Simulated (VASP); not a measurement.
# Y3Zr2F (I4/mmm) in VASP: notebook

Y3Zr2F is run at these levels: PBE; tasks: single point, relaxation of cell and atoms.

Program: VASP 6.6.1. These are calculated values, not measurements. Logs are shortened: lines on timing, memory, paths and dates and some standing lists are left out, and cuts for length are marked.

## (1) The cell of the first run

The structure is tetragonal, space group I4/mmm (No. 139). The conventional cell has a = 5.370 Å, b = 5.370 Å, c = 9.804 Å, α = 90.00°, β = 90.00°, γ = 90.00°. Within 2.3 Å of Y (site symmetry 4mm) lie 1 F at 1.75 Å. Y (site symmetry 4/mmm) has 10 Y at 3.15 to 4.18 Å and 8 Zr at 3.64 Å and 4 F at 3.80 Å within 4.2 Å. Within 3.7 Å of Zr (site symmetry -4m2) lie 8 Y at 2.78 to 3.64 Å and 4 F at 3.64 Å. Within 2.3 Å of F (site symmetry 4/mmm) lie 2 Y at 1.75 Å.

## (2) Single point, PBE

INCAR

```
SYSTEM = Y3Zr2F
PREC = Accurate
ENCUT = 520
EDIFF = 1E-6
ISMEAR = 0
SIGMA = 0.1
LREAL = .False.
LASPH = .True.
NELM = 80
ALGO = Normal
ISIF = 2
LWAVE = .False.
LCHARG = .False.
GGA = PE
NBANDS = 41
```

KPOINTS

```
regular mesh
0
Gamma
  4 4 4
  0 0 0
```

POSCAR

```
Y3Zr2F
1.0
   -2.6851838600      2.6851838600      4.9019149000
    2.6851838600     -2.6851838600      4.9019149000
    2.6851838600      2.6851838600     -4.9019149000
Y Zr F
3 2 1
Direct
    0.6782475300      0.6782475300      0.0000000000
    0.3217524700      0.3217524700      0.0000000000
    0.0000000000      0.0000000000      0.0000000000
    0.7500000000      0.2500000000      0.5000000000
    0.2500000000      0.7500000000      0.5000000000
    0.5000000000      0.5000000000      0.0000000000
```

Potentials or basis: VASP PAW PBE potentials, release 64 (Y_sv, Zr_sv, F).

Run with:

```console
$ cat potpaw_PBE.64/Y_sv/POTCAR potpaw_PBE.64/Zr_sv/POTCAR potpaw_PBE.64/F/POTCAR > POTCAR
$ mpirun -np 1 vasp_std > vasp.out
```

OUTCAR:

```text
SYSTEM = Y3Zr2F
   PREC = Accurate
   ENCUT = 520
   EDIFF = 1E-6
   ISMEAR = 0
   LREAL = .False.
   LASPH = .True.
   NELM = 80
   ISIF = 2
   GGA = PE

 ion  position               nearest neighbor table
   1  0.678  0.678  0.000-   6 1.75   4 2.78   5 2.78   4 2.78   5 2.78   3 3.15   2 3.50   2 4.05
                             2 4.05   2 4.05   2 4.05   3 4.18   3 4.18   3 4.18   3 4.18
   2  0.322  0.322  0.000-   6 1.75   5 2.78   4 2.78   5 2.78   4 2.78   3 3.15   1 3.50   1 4.05
                             1 4.05   1 4.05   1 4.05   3 4.18   3 4.18   3 4.18   3 4.18
   3  0.000  0.000  0.000-   1 3.15   2 3.15   4 3.64   5 3.64   4 3.64   5 3.64   4 3.64   5 3.64
                             4 3.64   5 3.64   1 4.18   1 4.18   1 4.18   2 4.18   1 4.18   2 4.18
   4  0.750  0.250  0.500-   2 2.78   1 2.78   2 2.78   1 2.78   3 3.64   3 3.64   3 3.64   3 3.64
                             5 3.80   5 3.80   5 3.80   5 3.80
   5  0.250  0.750  0.500-   2 2.78   1 2.78   2 2.78   1 2.78   3 3.64   3 3.64   3 3.64   3 3.64
                             4 3.80   4 3.80   4 3.80   4 3.80
   6  0.500  0.500  0.000-   1 1.75   2 1.75

  LATTYP: Found a body centered tetragonal cell.
 ALAT       =     5.3703677200
 C/A-ratio  =     1.8255416223

  Lattice vectors:

 A1 = (  -2.6851838600,   2.6851838600,   4.9019149000)
 A2 = (   2.6851838600,  -2.6851838600,   4.9019149000)
 A3 = (   2.6851838600,   2.6851838600,  -4.9019149000)

Analysis of symmetry for initial positions (statically):
=====================================================================
 Subroutine PRICEL returns:
 Original cell was already a primitive cell.

 Routine SETGRP: Setting up the symmetry group for a
 body centered tetragonal supercell.

 Subroutine GETGRP returns: Found 16 space group operations
 (whereof 16 operations were pure point group operations)
 out of a pool of 16 trial point group operations.

The static configuration has the point symmetry D_4h.

Analysis of symmetry for dynamics (positions and initial velocities):
=====================================================================
 Subroutine PRICEL returns:
 Original cell was already a primitive cell.

 Routine SETGRP: Setting up the symmetry group for a
 body centered tetragonal supercell.

 Subroutine GETGRP returns: Found 16 space group operations
 (whereof 16 operations were pure point group operations)
 out of a pool of 16 trial point group operations.

The dynamic configuration has the point symmetry D_4h.

 Subroutine INISYM returns: Found 16 space group operations
 (whereof 16 operations are pure point group operations),
 and found     1 'primitive' translations

----------------------------------------------------------------------------------------

                                     Primitive cell

  volume of cell :     141.3754

  direct lattice vectors                    reciprocal lattice vectors
    -2.685183860  2.685183860  4.901914900     0.000000000  0.186206988  0.102000955
     2.685183860 -2.685183860  4.901914900     0.186206988  0.000000000  0.102000955
     2.685183860  2.685183860 -4.901914900     0.186206988  0.186206988  0.000000000

  length of vectors
     6.200741440  6.200741440  6.200741440     0.212314006  0.212314006  0.263336448

  position of ions in fractional coordinates (direct lattice)
     0.678247530  0.678247530  0.000000000
     0.321752470  0.321752470  0.000000000
     0.000000000  0.000000000  0.000000000
     0.750000000  0.250000000  0.500000000
     0.250000000  0.750000000  0.500000000
     0.500000000  0.500000000  0.000000000

  ion indices of the primitive-cell ions
   primitive index   ion index
                 1           1
                 2           2
                 3           3
                 4           4
                 5           5
                 6           6

----------------------------------------------------------------------------------------

 KPOINTS: regular mesh

Automatic generation of k-mesh.
 Grid dimensions read from file:
 generate k-points for:    4    4    4

 Generating k-lattice:

  Cartesian coordinates                     Fractional coordinates (reciprocal lattice)
     0.000000000  0.046551747  0.025500239     0.250000000  0.000000000  0.000000000
     0.046551747  0.000000000  0.025500239     0.000000000  0.250000000  0.000000000
     0.046551747  0.046551747  0.000000000     0.000000000  0.000000000  0.250000000

  Length of vectors
     0.053078502  0.053078502  0.065834112

  Shift w.r.t. Gamma in fractional coordinates (k-lattice)
     0.000000000  0.000000000  0.000000000

 Subroutine IBZKPT returns following result:
 ===========================================

 Found     13 irreducible k-points:

 Following reciprocal coordinates:
            Coordinates               Weight
  0.000000  0.000000  0.000000      1.000000
  0.250000 -0.000000  0.000000      8.000000
  0.500000 -0.000000  0.000000      4.000000
  0.250000  0.250000  0.000000      8.000000
  0.500000  0.250000  0.000000     16.000000
 -0.250000  0.250000  0.000000      4.000000
  0.500000  0.500000  0.000000      2.000000
  0.250000  0.250000  0.250000      2.000000
 -0.250000  0.250000  0.250000      4.000000
  0.500000  0.500000  0.250000      4.000000
 -0.250000  0.500000  0.250000      8.000000
 -0.250000 -0.250000  0.250000      2.000000
  0.500000  0.500000  0.500000      1.000000
   k-points           NKPTS =     13   k-points in BZ     NKDIM =     13   number of bands    NBANDS=     41
   number of dos      NEDOS =    301   number of ions     NIONS =      6
   total plane-waves  NPLWV = 110592
   dimension x,y,z NGX =    48 NGY =   48 NGZ =   48
   dimension x,y,z NGXF=    96 NGYF=   96 NGZF=   96
   ions per type =               3   2   1
   NGX,Y,Z   is equivalent  to a cutoff of  12.87, 12.87, 12.87 a.u.
   NGXF,Y,Z  is equivalent  to a cutoff of  25.74, 25.74, 25.74 a.u.
 SYSTEM =  Y3Zr2F
   PREC   = accura    normal or accurate (medium, high low for compatibility)
   ISTART =      0    job   : 0-new  1-cont  2-samecut
   ICHARG =      2    charge: 1-file 2-atom 10-const
   ISPIN  =      1    spin polarized calculation?
   LNONCOLLINEAR =      F non collinear calculations
   LSORBIT =      F    spin-orbit coupling
   LASPH  =      T    aspherical Exc in radial PAW
   ENCUT  =  520.0 eV  38.22 Ry    6.18 a.u.  11.53 11.53 11.53*2*pi/ulx,y,z
   NELM   =     80;   NELMIN=  2; NELMDL= -5     # of ELM steps
   EDIFF  = 0.1E-05   stopping-criterion for ELM
   LREAL  =      F    real-space projection
   EDIFFG = 0.1E-04   stopping-criterion for IOM
   NSW    =      0    number of steps for IOM
   IBRION =     -1    ionic relax: 0-MD 1-quasi-New 2-CG
   NFREE  =      0    steps in history (QN), initial steepest desc. (CG)
   ISIF   =      2    stress and relaxation
   ISYM   =      2    0-nonsym 1-usesym 2-fastsym
   POTIM  = 0.5000    time-step for ionic-motion
   TEBEG  =    0.0;   TEEND  =   0.0 temperature during run
   PSTRESS=    0.0 pullay stress
   NELECT =      64.0000    total number of electrons
   NUPDOWN=      -1.0000    fix difference up-down
   EMIN   =  10.00;   EMAX   =-10.00  energy-range for DOS
   EFERMI =   0.00;   METHOD = LEGACY
   ISMEAR =     0;   SIGMA  =   0.10  broadening in eV -4-tet -1-fermi 0-gaus
   EFERMI_NEDOS =   21; number of points for ismear=-14 and -15
   IALGO  =     38    algorithm
   IMIX   =      4    mixing-type and parameters
     AMIX     =   0.40;   BMIX     =  1.00
     AMIX_MAG =   1.60;   BMIX_MAG =  1.00
  volume/ion in A,a.u.               =      23.56       159.01
  Fermi-wavevector in a.u.,A,eV,Ry     =   1.257024  2.375431 21.498691  1.580109
  Thomas-Fermi vector in A             =   2.390703
   LORBIT       =      0    0 simple, 1 ext, 2 COOP (PROOUT), +10 PAW based schemes
   GGA     = PE    functional components
   LHFCALC =     F    Hartree Fock is set to
   AEXX    =    0.0000 exact exchange contribution
   IVDW    =     0    specifies the selected vdW correction
   LEPSILON=     F    determine dielectric tensor
   LRPA    =     F    only Hartree local field effects (RPA)
 non-spin polarized calculation
 Gauss-broadening in eV      SIGMA  =   0.10
  energy-cutoff  :      520.00
  volume of cell :      141.38
 maximum number of plane-waves:      3828
 NGX is ok and might be reduce to    48
   NGX = 23   NGY = 23   NGZ = 23

 number of electron      63.9999997 magnetization

 Free energy of the ion-electron system (eV)
  ---------------------------------------------------
  ext. energy  EPLUGINS =         0.00000000
  ---------------------------------------------------
  free energy    TOTEN  =       -33.97675389 eV

  energy without entropy =      -33.92814345  energy(sigma->0) =      -33.95244867

 E-fermi :   5.1130     XC(G=0): -10.1705

 val. band max:        5.0974665101   @ k =   0.5000   0.5000   0.2500
 cond. band min:       5.1391820510   @ k =   0.5000   0.5000   0.0000
 fundamental gap:      0.0417155409
 Fermi energy:         5.1129878844

 k-point     1 :       0.0000    0.0000    0.0000
  band No.  band energies     occupation
      1     -43.3931      2.00000
      2     -43.3719      2.00000
      3     -37.5684      2.00000
      4     -36.7959      2.00000
      5     -36.6672      2.00000
      6     -24.2516      2.00000
[... 33 lines left out ...]
     40       7.7056      0.00000
     41       7.9645      0.00000

 k-point     2 :       0.2500   -0.0000    0.0000
  band No.  band energies     occupation
      1     -43.3892      2.00000
      2     -43.3743      2.00000
      3     -37.5682      2.00000
      4     -36.8026      2.00000
      5     -36.6679      2.00000
      6     -24.2566      2.00000
[... 33 lines left out ...]
     40       7.7897      0.00000
     41       8.0717      0.00000

 k-point     3 :       0.5000   -0.0000    0.0000
  band No.  band energies     occupation
      1     -43.3810      2.00000
      2     -43.3810      2.00000
      3     -37.5680      2.00000
      4     -36.8092      2.00000
      5     -36.6688      2.00000
      6     -24.2617      2.00000
[... 33 lines left out ...]
     40       7.5797      0.00000
     41       7.6793      0.00000

 k-point     4 :       0.2500    0.2500    0.0000
  band No.  band energies     occupation
      1     -43.3862      2.00000
      2     -43.3757      2.00000
      3     -37.5680      2.00000
      4     -36.8092      2.00000
      5     -36.6687      2.00000
      6     -24.2618      2.00000
[... 341 lines left out ...]
     40       7.6307      0.00000
     41       7.8485      0.00000

 k-point    12 :      -0.2500   -0.2500    0.2500
  band No.  band energies     occupation
      1     -43.3930      2.00000
      2     -43.3719      2.00000
      3     -37.5680      2.00000
      4     -36.8022      2.00000
      5     -36.6614      2.00000
      6     -24.2522      2.00000
[... 33 lines left out ...]
     40       7.5397      0.00000
     41       8.4126      0.00000

 k-point    13 :       0.5000    0.5000    0.5000
  band No.  band energies     occupation
      1     -43.3928      2.00000
      2     -43.3720      2.00000
      3     -37.5679      2.00000
      4     -36.8053      2.00000
      5     -36.6586      2.00000
      6     -24.2501      2.00000
[... 33 lines left out ...]
     40       7.5237      0.00000
     41       8.4263      0.00000

------------------------ aborting loop because EDIFF is reached ----------------------------------------

  FORCE on cell =-STRESS in cart. coord.  units (eV):
  Direction    XX          YY          ZZ          XY          YZ          ZX
  --------------------------------------------------------------------------------------
  -------------------------------------------------------------------------------------
  Total       11.5165536     11.5165536     43.8313206      0.0000000      0.0000000     -0.0000000
  in kB      130.5146614    130.5146614    496.7310678      0.0000000      0.0000000     -0.0000000
  external PRESSURE =     252.5867968 kB  Pullay stress =       0.0000000 kB

 VOLUME and BASIS-vectors are now :
 -----------------------------------------------------------------------------
  energy-cutoff  :      520.00
  volume of cell :      141.38
      direct lattice vectors                 reciprocal lattice vectors
    -2.685183860  2.685183860  4.901914900     0.000000000  0.186206988  0.102000955
     2.685183860 -2.685183860  4.901914900     0.186206988  0.000000000  0.102000955
     2.685183860  2.685183860 -4.901914900     0.186206988  0.186206988  0.000000000

 POSITION                                       TOTAL-FORCE (eV/Angst)
 -----------------------------------------------------------------------------------
      0.00000      0.00000      6.64942         0.000000      0.000000      8.994670
      0.00000      0.00000      3.15441         0.000000      0.000000     -8.994670
      0.00000      0.00000      0.00000        -0.000000     -0.000000      0.000000
      0.00000      2.68518      2.45096        -0.000000     -0.000000     -0.000000
      2.68518      0.00000      2.45096        -0.000000     -0.000000      0.000000
      0.00000      0.00000      4.90191        -0.000000     -0.000000      0.000000
 -----------------------------------------------------------------------------------
    total drift:                                0.000000      0.000000     -0.000000

  FREE ENERGIE OF THE ION-ELECTRON SYSTEM (eV)
  ---------------------------------------------------
  free  energy   TOTEN  =       -33.9767538930 eV

  energy  without entropy=      -33.9281434481  energy(sigma->0) =      -33.95244867
```

It took 2.4 min on 1 thread of Oxide Virtual Turin-like, shared host; peak memory 0.34 GiB.

Results:

```
Free energy            : -33.9768 eV
Pressure               : 25.3 GPa
Largest force          : 8.995 eV/Å
Band gap on the k mesh : zero (band 32 reaches 5.39 eV, above the bottom of band 33 at 5.05 eV)
```

Forces in eV/Å, atoms in the order of the input:
```
Y    0.000  0.000  8.995
Y    0.000  0.000 -8.995
Y    0.000  0.000  0.000
Zr   0.000  0.000  0.000
Zr   0.000  0.000  0.000
F    0.000  0.000  0.000
```

Stress tensor (GPa, compression positive):
```
13.05  0.00  0.00
 0.00 13.05  0.00
 0.00  0.00 49.67
```

Caveat: the k points lie up to 0.41 Å⁻¹ apart; forces of over 1 eV/Å act on the atoms, so gaps and moduli don't describe the material at rest.

## (3) Single point, PBE

This run uses another cell than the first one, of 31.21 Å³/atom, 1.325 times its volume.

INCAR

```
PREC     = Accurate       # precision mode
ENCUT    = 520            # plane-wave cutoff, eV
EDIFF    = 1E-6           # SCF threshold, eV
ISMEAR   = 0              # smearing method
SIGMA    = 0.1            # smearing width, eV
LREAL    = F              # projectors in reciprocal space
LASPH    = T              # aspherical terms in the spheres
NELM     = 100            # most SCF steps
ALGO     = Normal         # electronic algorithm
ISIF     = 2              # what is computed and relaxed
LWAVE    = F              # write WAVECAR
LCHARG   = F              # write CHGCAR
GGA      = PE             # functional
NBANDS   = 41             # bands
```

KPOINTS

```
Automatic mesh
0
Gamma
  4 4 4
```

POSCAR

```
Y3Zr2F
1.0
   -2.9048347570      2.9048347570      5.5482857379
    2.9048347570     -2.9048347570      5.5482857379
    2.9048347570      2.9048347570     -5.5482857379
Y Zr F
3 2 1
Direct
    0.6872925537      0.6872925537      0.0000000000
    0.3127074463      0.3127074463      0.0000000000
    0.0000000000      0.0000000000      0.0000000000
    0.7500000000      0.2500000000      0.5000000000
    0.2500000000      0.7500000000      0.5000000000
    0.5000000000      0.5000000000      0.0000000000
```

Potentials or basis: VASP PAW PBE potentials, release 64 (Y_sv, Zr_sv, F).

Run with:

```console
$ cat potpaw_PBE.64/Y_sv/POTCAR potpaw_PBE.64/Zr_sv/POTCAR potpaw_PBE.64/F/POTCAR > POTCAR
$ mpirun -np 1 vasp_std > vasp.out
```

It took 3.4 min on 1 thread of Oxide Virtual Turin-like, shared host; peak memory 0.42 GiB.

Results (log left out):

| Property | Result |
| --- | --- |
| Free energy | -37.8853 eV |
| Pressure | 0.1 GPa |
| Largest force | 0.024 eV/Å |
| Band gap on the k mesh | zero (band 32 reaches 3.54 eV, above the bottom of band 33 at 3.22 eV) |

Forces in eV/Å, atoms in the order of the input:
```
Y    0.000  0.000  0.024
Y    0.000  0.000 -0.024
Y    0.000  0.000  0.000
Zr   0.000  0.000  0.000
Zr   0.000  0.000  0.000
F    0.000  0.000  0.000
```

Stress tensor (GPa, compression positive):
```
0.03 0.00 0.00
0.00 0.03 0.00
0.00 0.00 0.11
```

Levels at points of the mesh, in eV from the Fermi level:
```
           k point  band 28  band 29  band 30  band 31  band 32  band 33  band 34  band 35  band 36  band 37
(0.00, 0.00, 0.00)    -0.52    -0.49    -0.29    -0.29    -0.11     0.03     0.03     0.60     0.61     1.01
(0.50, 0.00, 0.00)    -1.02    -0.90    -0.60    -0.07     0.20     0.30     0.36     0.55     0.59     0.97
(0.50, 0.50, 0.00)    -0.90    -0.63    -0.34    -0.30    -0.01     0.01     0.46     0.58     0.65     1.32
(0.50, 0.50, 0.50)    -0.98    -0.82    -0.67    -0.67    -0.46     0.67     0.67     0.67     1.05     1.23
```

Caveat: the k points lie up to 0.38 Å⁻¹ apart.

(Part 1 of 2 ends here.)
